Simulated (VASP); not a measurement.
# TiAl (P-6m2) in VASP: a series of runs

Aim: see how the results for TiAl move with the level of theory and the settings. Levels: r2SCANh, HF. Tasks: single point.

All numbers are computed with VASP 6.6.1; they aren't measurements. Logs are shortened: lines on timing, memory, paths and dates and some standing lists are left out, and cuts for length are marked.

### 1 The cell of the first run

Symmetry: P-6m2, No. 187, hexagonal system. The conventional cell has a = 2.867 Å, b = 2.867 Å, c = 4.678 Å, α = 90.00°, β = 90.00°, γ = 120.00°. Within 3.8 Å of Ti (site symmetry -6m2) lie 6 Al at 2.87 Å and 6 Ti at 2.87 Å. Al (site symmetry -6m2) has 6 Ti at 2.87 Å and 6 Al at 2.87 Å within 3.8 Å.

### 2 Single point, r2SCANh

POSCAR reads:

```
TiAl
1.0
    2.8672622327      0.0000000000      0.0000000000
   -1.4336311163      2.4831219328      0.0000000000
    0.0000000000      0.0000000000      4.6780830000
Ti Al
1 1
Direct
    0.0000000000      0.0000000000      0.0000000000
    0.3333333333      0.6666666667      0.5000000000
```

INCAR.step1 reads:

```
PREC = Accurate
ENCUT = 520
EDIFF = 1E-5
ISMEAR = -1
SIGMA = 0.05
LREAL = F
LASPH = T
NELM = 100
ALGO = Normal
ISIF = 2
LWAVE = T
LCHARG = F
GGA = PE
NBANDS = 14
```

INCAR.step2 reads:

```
PREC = Accurate
ENCUT = 520
EDIFF = 1E-6
ISMEAR = -1
SIGMA = 0.05
LREAL = F
LASPH = T
NELM = 100
ALGO = Normal
ISIF = 2
LWAVE = F
LCHARG = F
METAGGA = R2SCAN
LHFCALC = T
AEXX = 0.1
LMIXTAU = T
PRECFOCK = Normal
ISTART = 1
NBANDS = 14
```

KPOINTS reads:

```
Automatic mesh
0
Gamma
  6 6 3
```

Potentials or basis: VASP PAW PBE potentials, release 64 (Ti_sv, Al).

Run with:

```console
$ cat potpaw_PBE.64/Ti_sv/POTCAR potpaw_PBE.64/Al/POTCAR > POTCAR
$ cp INCAR.step1 INCAR
$ mpirun -np 1 vasp_std > vasp.out
$ cp INCAR.step2 INCAR
$ mpirun -np 1 vasp_std > vasp.out
```

OUTCAR:

```text
PREC = Accurate
   ENCUT = 520
   EDIFF = 1E-6
   ISMEAR = -1
   LREAL = F
   LASPH = T
   NELM = 100
   ISIF = 2
   METAGGA = R2SCAN
   LHFCALC = T
   AEXX = 0.1
   PRECFOCK = Normal
   ISTART = 1

 ion  position               nearest neighbor table
   1  0.000  0.000  0.000-   2 2.87   2 2.87   2 2.87   2 2.87   2 2.87   2 2.87
   2  0.333  0.667  0.500-   1 2.87   1 2.87   1 2.87   1 2.87   1 2.87   1 2.87

  LATTYP: Found a hexagonal cell.
 ALAT       =     2.8672622327
 C/A-ratio  =     1.6315504549

  Lattice vectors:

 A1 = (   2.8672622327,   0.0000000000,   0.0000000000)
 A2 = (  -1.4336311163,   2.4831219328,   0.0000000000)
 A3 = (   0.0000000000,   0.0000000000,   4.6780830000)

Analysis of symmetry for initial positions (statically):
=====================================================================
 Subroutine PRICEL returns:
 Original cell was already a primitive cell.

 Routine SETGRP: Setting up the symmetry group for a
 hexagonal supercell.

 Subroutine GETGRP returns: Found 12 space group operations
 (whereof 12 operations were pure point group operations)
 out of a pool of 24 trial point group operations.

The static configuration has the point symmetry D_3h.

Analysis of symmetry for dynamics (positions and initial velocities):
=====================================================================
 Subroutine PRICEL returns:
 Original cell was already a primitive cell.

 Routine SETGRP: Setting up the symmetry group for a
 hexagonal supercell.

 Subroutine GETGRP returns: Found 12 space group operations
 (whereof 12 operations were pure point group operations)
 out of a pool of 24 trial point group operations.

The dynamic configuration has the point symmetry D_3h.

 Subroutine INISYM returns: Found 12 space group operations
 (whereof 12 operations are pure point group operations),
 and found     1 'primitive' translations

----------------------------------------------------------------------------------------

                                     Primitive cell

  volume of cell :      33.3068

  direct lattice vectors                    reciprocal lattice vectors
     2.867262233  0.000000000  0.000000000     0.348764751  0.201359423  0.000000000
    -1.433631116  2.483121933  0.000000000     0.000000000  0.402718846  0.000000000
     0.000000000  0.000000000  4.678083000     0.000000000  0.000000000  0.213762774
[... 89 lines left out ...]
   EFERMI_NEDOS =   21; number of points for ismear=-14 and -15
   IALGO  =     38    algorithm
   IMIX   =      1    mixing-type and parameters
     AMIX     =   0.40;   BMIX     =  1.00
     AMIX_MAG =   1.60;   BMIX_MAG =  1.00
  volume/ion in A,a.u.               =      16.65       112.38
  Fermi-wavevector in a.u.,A,eV,Ry     =   1.254857  2.371335 21.424622  1.574665
  Thomas-Fermi vector in A             =   2.388641
   LORBIT       =      0    0 simple, 1 ext, 2 COOP (PROOUT), +10 PAW based schemes
   METAGGA = R2SCAN    functional components
   LHFCALC =     T    Hartree Fock is set to
   PRECFOCK=normal    Normal, Fast or Accurate (Low or Medium for compatibility)
   ENCUT4O =  -1.0   cutoff for four orbital integrals eV
   NKREDX  =     1    reduce k-point grid by
   NKREDY  =     1    reduce k-point grid by
   NKREDZ  =     1    reduce k-point grid by
   AEXX    =    0.1000 exact exchange contribution
   HFSCREEN=    0.0000 screening length (either q_TF or 0.3 A-1)
   HFSCREENC=   0.0000 screening length for correlation (either q_TF or 0.3 A-1)
   ENCUTFOCK=  -1.0 apply spherical cutoff to Coloumb kernel
   IVDW    =     0    specifies the selected vdW correction
   LEPSILON=     F    determine dielectric tensor
   LRPA    =     F    only Hartree local field effects (RPA)
 non-spin polarized calculation
  energy-cutoff  :      520.00
  volume of cell :       33.31
 maximum number of plane-waves:       917
 NGX is ok and might be reduce to    24
  NGX = 16; NGY = 16; NGZ = 28

 number of electron      15.0000001 magnetization

 Free energy of the ion-electron system (eV)
  ---------------------------------------------------
  ext. energy  EPLUGINS =         0.00000000
  ---------------------------------------------------
  free energy    TOTEN  =       -20.79742106 eV

  energy without entropy =      -20.79089640  energy(sigma->0) =      -20.79415873

 E-fermi :   7.8128     XC(G=0): -10.6938

 val. band max:        7.7583328407   @ k =   0.1667   0.1667   0.0000
 cond. band min:       7.9889616706   @ k =   0.3333  -0.0000   0.3333
 fundamental gap:      0.2306288299
 Fermi energy:         7.8128453591

 k-point     1 :       0.0000    0.0000    0.0000
  band No.  band energies     occupation
      1     -52.9014      2.00000
      2     -27.6539      2.00000
      3     -27.2093      2.00000
      4     -27.2092      2.00000
      5      -2.2556      2.00000
      6       4.9620      2.00000
      7       5.3961      2.00000
      8       9.6125      0.00000
      9       9.6126      0.00000
     10      11.3521      0.00000
     11      11.3521      0.00000
     12      12.3871      0.00000
     13      21.9547      0.00000
     14      21.9547      0.00000
[... 207 lines left out ...]
      1     -52.7859      2.00000
      2     -27.6435      2.00000
      3     -27.6373      2.00000
      4     -27.5344      2.00000
      5       5.5423      2.00000
      6       5.7009      2.00000
      7       6.3273      2.00000
      8       6.8891      2.00000
      9       7.6093      1.96645
     10      10.3107      0.00000
     11      11.2884      0.00000
     12      12.3705      0.00000
     13      14.9018      0.00000
     14      15.2934      0.00000

------------------------ aborting loop because EDIFF is reached ----------------------------------------

  FORCE on cell =-STRESS in cart. coord.  units (eV):
  Direction    XX          YY          ZZ          XY          YZ          ZX
  --------------------------------------------------------------------------------------
  -------------------------------------------------------------------------------------
  Total       -0.0846629     -0.0846629     -0.5650479     -0.0000000      0.0000000      0.0000000
  in kB       -4.0725863     -4.0725863    -27.1808165     -0.0000000      0.0000000      0.0000000
  external PRESSURE =     -11.7753297 kB  Pullay stress =       0.0000000 kB

 VOLUME and BASIS-vectors are now :
 -----------------------------------------------------------------------------
  energy-cutoff  :      520.00
  volume of cell :       33.31
      direct lattice vectors                 reciprocal lattice vectors
     2.867262233  0.000000000  0.000000000     0.348764751  0.201359423  0.000000000
    -1.433631116  2.483121933  0.000000000     0.000000000  0.402718846  0.000000000
     0.000000000  0.000000000  4.678083000     0.000000000  0.000000000  0.213762774

 POSITION                                       TOTAL-FORCE (eV/Angst)
 -----------------------------------------------------------------------------------
      0.00000      0.00000      0.00000        -0.000000      0.000000      0.000000
     -0.00000      1.65541      2.33904         0.000000      0.000000      0.000000
 -----------------------------------------------------------------------------------
    total drift:                               -0.000001     -0.000000     -0.000000

  FREE ENERGIE OF THE ION-ELECTRON SYSTEM (eV)
  ---------------------------------------------------
  free  energy   TOTEN  =       -20.7974210564 eV

  energy  without entropy=      -20.7908963953  energy(sigma->0) =      -20.79415873
```

OUTCAR.step1:

```text
PREC = Accurate
   ENCUT = 520
   EDIFF = 1E-5
   ISMEAR = -1
   LREAL = F
[... 448 lines left out ...]
      0.00000      0.00000      0.00000         0.000000     -0.000000      0.000000
     -0.00000      1.65541      2.33904         0.000000      0.000000      0.000000
 -----------------------------------------------------------------------------------
    total drift:                                0.000000     -0.000000      0.000000

  FREE ENERGIE OF THE ION-ELECTRON SYSTEM (eV)
  ---------------------------------------------------
  free  energy   TOTEN  =       -12.0855185788 eV

  energy  without entropy=      -12.0548750230  energy(sigma->0) =      -12.07019680
```

OSZICAR.step1:

```text
N       E                     dE             d eps       ncg     rms          rms(c)
DAV:   1     0.101692507452E+03    0.10169E+03   -0.70380E+03   392   0.105E+03
DAV:   2    -0.781363219699E+01   -0.10951E+03   -0.10562E+03   398   0.302E+02
DAV:   3    -0.134142122820E+02   -0.56006E+01   -0.54974E+01   592   0.665E+01
DAV:   4    -0.136204247536E+02   -0.20621E+00   -0.20604E+00   462   0.114E+01
DAV:   5    -0.136300718058E+02   -0.96471E-02   -0.96466E-02   576   0.231E+00    0.916E+00
DAV:   6    -0.123788577588E+02    0.12512E+01   -0.54276E+00   454   0.296E+01    0.371E+00
DAV:   7    -0.121153255773E+02    0.26353E+00   -0.75622E-01   452   0.978E+00    0.199E+00
DAV:   8    -0.120928695740E+02    0.22456E-01   -0.18134E-01   446   0.500E+00    0.944E-01
DAV:   9    -0.120881791713E+02    0.46904E-02   -0.52000E-02   460   0.311E+00    0.353E-01
DAV:  10    -0.120857894586E+02    0.23897E-02   -0.98075E-03   486   0.103E+00    0.968E-02
DAV:  11    -0.120855810091E+02    0.20845E-03   -0.14168E-03   440   0.296E-01    0.825E-02
DAV:  12    -0.120855234936E+02    0.57516E-04   -0.13794E-04   488   0.134E-01    0.277E-02
DAV:  13    -0.120855185788E+02    0.49149E-05   -0.20368E-05   428   0.424E-02
   1 F= -.12085519E+02 E0= -.12070197E+02  d E =-.306436E-01
```

Wall time 5.9 min (1 thread of Intel Xeon Platinum 8481C at 2.70GHz (Sapphire Rapids), shared host); peak memory 0.17 GiB.

What came out:

| Quantity | Value |
| --- | --- |
| Free energy | -20.7974 eV |
| Pressure | -1.2 GPa |
| Band gap on the k mesh | zero (an odd number of electrons rules out a gap without spin polarisation) |

Caveat: the k points lie up to 0.45 Å⁻¹ apart, too coarse for converged energies and pressures of a metal; the PAW data sets were made with another functional, which shifts forces and pressure a little.

### 3 Single point, HF

POSCAR is that of step 2.

Edit INCAR.step1 of step 2 so:

```diff
@@ -12,3 +12,3 @@
 LCHARG = F
+NBANDS = 14
 GGA = PE
-NBANDS = 14
```

INCAR.step2 reads:

```
PREC = Accurate
ENCUT = 520
EDIFF = 1E-7
ISMEAR = -1
SIGMA = 0.05
LREAL = F
LASPH = T
NELM = 100
ALGO = Normal
ISIF = 2
LWAVE = F
LCHARG = F
GGA = PE
LHFCALC = T
AEXX = 1.0
ALDAC = 0.0
AGGAC = 0.0
PRECFOCK = Normal
NBANDS = 14
ISTART = 1
```

KPOINTS reads:

```
regular mesh
0
Gamma
  6 6 3
```

Potentials or basis: VASP PAW PBE potentials, release 64 (Ti_sv, Al).

Run with:

```console
$ cat potpaw_PBE.64/Ti_sv/POTCAR potpaw_PBE.64/Al/POTCAR > POTCAR
$ cp INCAR.step1 INCAR
$ mpirun -np 1 vasp_std > vasp.out
$ cp INCAR.step2 INCAR
$ mpirun -np 1 vasp_std > vasp.out
```

Run time: 14 min. Hardware: 1 thread of Intel Xeon Platinum 8481C at 2.70GHz (Sapphire Rapids), shared host; peak memory 0.17 GiB.

Results (log left out):

* Free energy: -24.7695 eV
* Pressure: 6.6 GPa
* Band gap on the k mesh: zero (an odd number of electrons rules out a gap without spin polarisation)

Stress tensor (GPa, compression positive):
```
8.64 0.00 0.00
0.00 8.64 0.00
0.00 0.00 2.62
```

Levels at points of the mesh, in eV from the Fermi level:
```
           k point  band 6  band 7  band 8  band 9  band 10  band 11
(0.00, 0.00, 0.00)   -6.35   -5.08    6.20    6.20     8.62     9.19
(0.50, 0.00, 0.00)   -6.36   -2.95   -2.94    8.11     8.12     8.13
```

Caveat: the k points lie up to 0.45 Å⁻¹ apart, too coarse for converged energies and pressures of a metal; the PAW data sets were made with another functional, which shifts forces and pressure a little.

### 4 Single point, HF

This run uses another cell than the first one, of 17.45 Å³/atom.

POSCAR reads:

```
TiAl
1.0
    2.9288496594      0.0000000000      0.0000000000
   -1.4644248297      2.5364582089      0.0000000000
    0.0000000000      0.0000000000      4.6991080597
Ti Al
1 1
Direct
    0.0000000000      0.0000000000      0.0000000000
    0.3333333333      0.6666666667      0.5000000000
```

INCAR.step1 reads:

```
ALGO = Normal
EDIFF = 1E-5
ENCUT = 520
GGA = PE
ISIF = 2
ISMEAR = -1
LASPH = T
LREAL = F
LWAVE = T
NBANDS = 14
NELM = 100
PREC = Accurate
SIGMA = 0.05
```

INCAR.step2 reads:

```
AEXX = 1.0
AGGAC = 0.0
ALDAC = 0.0
ALGO = Normal
EDIFF = 1E-6
ENCUT = 520
GGA = PE
ISIF = 2
ISMEAR = -1
ISTART = 1
LASPH = T
LCHARG = T
LELF = T
LHFCALC = T
LREAL = F
LVHAR = T
LWAVE = F
NBANDS = 14
NELM = 100
PREC = Accurate
PRECFOCK = Normal
SIGMA = 0.05
```

KPOINTS reads:

```
k-points
0
Gamma
  6 6 3
```

Run with:

```console
$ cat potpaw_PBE.64/Ti_sv/POTCAR potpaw_PBE.64/Al/POTCAR > POTCAR
$ cp INCAR.step1 INCAR
$ mpirun -np 1 vasp_std > vasp.out
$ cp INCAR.step2 INCAR
$ mpirun -np 1 vasp_std > vasp.out
```

It took 23 min on 1 thread of Intel Xeon Platinum 8481C at 2.70GHz (Sapphire Rapids), shared host; peak memory 0.17 GiB.

Results (log left out):

```
Free energy            : -24.7954 eV
Pressure               : 0.7 GPa
Band gap on the k mesh : zero (an odd number of electrons rules out a gap without spin polarisation)
```

Stress tensor (GPa, compression positive):
```
 1.53  0.00  0.00
 0.00  1.53  0.00
 0.00  0.00 -0.96
```

Levels at points of the mesh, in eV from the Fermi level:
```
           k point  band 3  band 4  band 5  band 6  band 7  band 8  band 9  band 10  band 11  band 12
(0.00, 0.00, 0.00)  -47.33  -47.33  -16.38   -7.06   -5.53    5.49    5.49     7.64     8.08     8.08
(0.50, 0.00, 0.00)  -47.68  -47.45   -8.55   -6.95   -3.58   -3.51    7.08     7.09     7.35     8.40
```

Caveat: the k points lie up to 0.45 Å⁻¹ apart, too coarse for converged energies and pressures of a metal; the PAW data sets were made with another functional, which shifts forces and pressure a little.

### 5 Overview

```csv
level,cell,share of exact exchange,gap on the mesh (eV),pressure (GPa)
r2SCANh,"a = 2.867, b = 2.867, c = 4.678 Å, angles 90.0, 90.0, 120.0°, 2 atoms",0.1,none,-1.2
HF,"a = 2.867, b = 2.867, c = 4.678 Å, angles 90.0, 90.0, 120.0°, 2 atoms",1,none,6.6
HF,"a = 2.929, b = 2.929, c = 4.699 Å, angles 90.0, 90.0, 120.0°, 2 atoms",1,none,0.7
```

Alike in all rows: task single point; potentials or basis VASP PAW PBE potentials, release 64 (Ti_sv, Al); no spin polarisation; k mesh 6 × 6 × 3; cutoff (eV) 520; smearing fermi-dirac 0.05 eV.

Caveats: all runs use coarse meshes; the PAW data sets were made with another functional, which shifts forces and pressure a little.

Absolute energies hang on the potentials; compare differences alone.
